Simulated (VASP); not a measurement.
Set up this calculation in VASP 6.6.1, as the native input.

```yaml
Task: relaxation of cell and atoms
Functional: PBE
Dispersion: D3(BJ)
Potentials_or_basis: VASP PAW PBE potentials, release 64 (Al)
Cutoff: 600 eV
k_mesh: 20 × 20 × 20
Occupations: fermi-dirac, width 0.15 eV
Spin: no spin polarisation
Dipole_correction: no
Further_INCAR_settings: ALGO = Normal; EDIFF = 1e-06; IBRION = 2; EDIFFG = -0.001; NSW = 80; ISIF = 3
```

The structure of Al lies in POSCAR:

```
Al
1.0
    0.0000000000      1.9913663548      1.9913663548
    1.9913663548      0.0000000000      1.9913663548
    1.9913663548      1.9913663548      0.0000000000
Al
1
Direct
    0.0000000000      0.0000000000      0.0000000000
```

These files were run (other wordings do the same):

INCAR

```
PREC = Accurate ; ENCUT = 600
EDIFF = 1E-6 ; ISMEAR = -1
SIGMA = 0.15 ; LREAL = F
LASPH = T ; NELM = 80
ALGO = Normal ; ISIF = 3
LWAVE = F ; LCHARG = F
GGA = PE ; IVDW = 12
IBRION = 2 ; NSW = 80
EDIFFG = -0.001
```

KPOINTS

```
Automatic mesh
0
Gamma
  20 20 20
```

Potentials or basis: VASP PAW PBE potentials, release 64 (Al).

Run with:

```sh
$ cat potpaw_PBE.64/Al/POTCAR > POTCAR
$ mpirun -np 1 vasp_std > vasp.out
```

Results of the run:

The relaxed volume is 15.81 Å³/atom. The relaxed cell is a = 2.817 Å, b = 2.817 Å, c = 2.817 Å, α = 60.00°, β = 60.00°, γ = 60.00°. The space group after relaxing (to 0.1 Å) is Fm-3m (No. 225), the energy gained by relaxing is 0.0 meV/atom and the ionic steps are 2. The pressure after relaxing is 0.0 GPa. The band gap on the k mesh is zero (an odd number of electrons rules out a gap without spin polarisation) and the dispersion energy per atom is -0.352 eV.

It took 6.4 s on 1 thread of Intel(R) Xeon(R) 6975P-C (Granite Rapids) (shared host), peak memory 0.16 GiB.
